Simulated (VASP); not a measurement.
Here is a VASP 6.6.1 calculation.

INCAR

```
PREC = Accurate ; ENCUT = 520
EDIFF = 1E-7 ; ISMEAR = -1
SIGMA = 0.05 ; LREAL = False
LASPH = True ; NELM = 100
ALGO = Fast ; ISIF = 2
LWAVE = False ; LCHARG = False
GGA = PS ; IVDW = 12
NBANDS = 11
```

File KPOINTS:

```
regular mesh
0
Gamma
  7 7 7
```

POSCAR

```
Ba
1.0
    3.9692809003      0.0000000000      0.0000000000
   -1.9846404502      3.4374980944      0.0000000000
    0.0000000000      0.0000000000      3.6686499078
Ba
1
Direct
    0.0000000000      0.0000000000      0.0000000000
```

Potentials or basis: VASP PAW PBE potentials, release 64 (Ba_sv).

Launch:

```bash
$ cat potpaw_PBE.64/Ba_sv/POTCAR > POTCAR
$ mpirun -np 1 vasp_std > vasp.out
```

(1) What does it give for the dispersion energy per atom?

(2) What does it give for the band gap on the k mesh?

Answers

(1) -0.318 eV.

(2) zero (band 5 reaches 2.86 eV, above the bottom of band 6 at 2.15 eV).

Caveat: spin-orbit coupling is left out, which moves the levels of the heavy elements.
